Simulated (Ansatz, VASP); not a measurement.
One calculation of F, two programs

The input INCAR:

```
SYSTEM = F
  PREC = Accurate
  ENCUT = 520
  EDIFF = 1E-6
  ISMEAR = 0
  SIGMA = 0.05
  LREAL = .FALSE.
  LASPH = .TRUE.
  NELM = 100
  ALGO = Normal
  ISIF = 2
  LWAVE = .FALSE.
  LCHARG = .FALSE.
  GGA = PS
  NBANDS = 22
```

KPOINTS

```
Automatic mesh
0
G
  4 4 2
  0 0 0
```

POSCAR

```
F
1.0
    3.1849756493     -1.8305146634     -0.2456527984
    3.1849756493      1.8305146634     -0.2456527984
   -2.3948583866      0.0000000000      7.3307098205
F
4
Direct
    0.0848459664      0.0848459664      0.0979998919
    0.9151540336      0.9151540336      0.9020001081
    0.5015719855      0.5015719855      0.5937195244
    0.4984280145      0.4984280145      0.4062804756
```

Input for Ansatz:

```yaml
crystal:
  lattice:
    - [3.1849756493, -1.8305146634, -0.2456527984]
    - [3.1849756493, 1.8305146634, -0.2456527984]
    - [-2.3948583866, 0.0, 7.3307098205]
  atoms:
    - { symbol: F, position: [0.0848459664, 0.0848459664, 0.0979998919] }
    - { symbol: F, position: [0.9151540336, 0.9151540336, 0.9020001081] }
    - { symbol: F, position: [0.5015719855, 0.5015719855, 0.5937195244] }
    - { symbol: F, position: [0.4984280145, 0.4984280145, 0.4062804756] }
basis:
  ecutwfc: 520.0
kpoints:
  mp_grid: { grid: [4, 4, 2] }
hamiltonian:
  xc: pbesol
scf:
  occupations: { method: gaussian, width: 0.05 }
output:
  forces: true
  stress: true
  eigenvalues: true
```

Alike in both runs: task single point; functional PBEsol; k mesh 4 × 4 × 2; occupations gaussian, width 0.05 eV; no spin polarisation.

|  | VASP | Ansatz |
| --- | --- | --- |
| version | VASP 6.6.1 | Ansatz 0.2.0 |
| potentials or method | VASP PAW PBE potentials, release 64 (F), cutoff 520 eV | scalar-relativistic, plane waves, PAW |
| valence electrons in the cell | 28 | 28 |

Ansatz gave:

```
gap on the k mesh at the Fermi level (eV)                     : 2.39
least direct gap on the mesh (eV)                             : 2.48
pressure (GPa)                                                : -3.6
traceless stress, the component that is largest in VASP (GPa) : -5.49
rms of the force components (eV/Å)                            : 1.086
```

Task: What did VASP give for the same quantities?

Result: gap on the k mesh at the Fermi level (eV): 2.33; least direct gap on the mesh (eV): 2.42; pressure (GPa): -3.4; traceless stress, the component that is largest in VASP (GPa): -4.47; rms of the force components (eV/Å): 0.920.

VASP's potentials were made for PBE, not for PBEsol. Atom by atom the forces differ by 0.185 eV/Å (rms over components). With one functional, cell and mesh, what is left measures potentials, basis and numerics.

The k mesh is coarse, so the values compare programs but aren't converged.
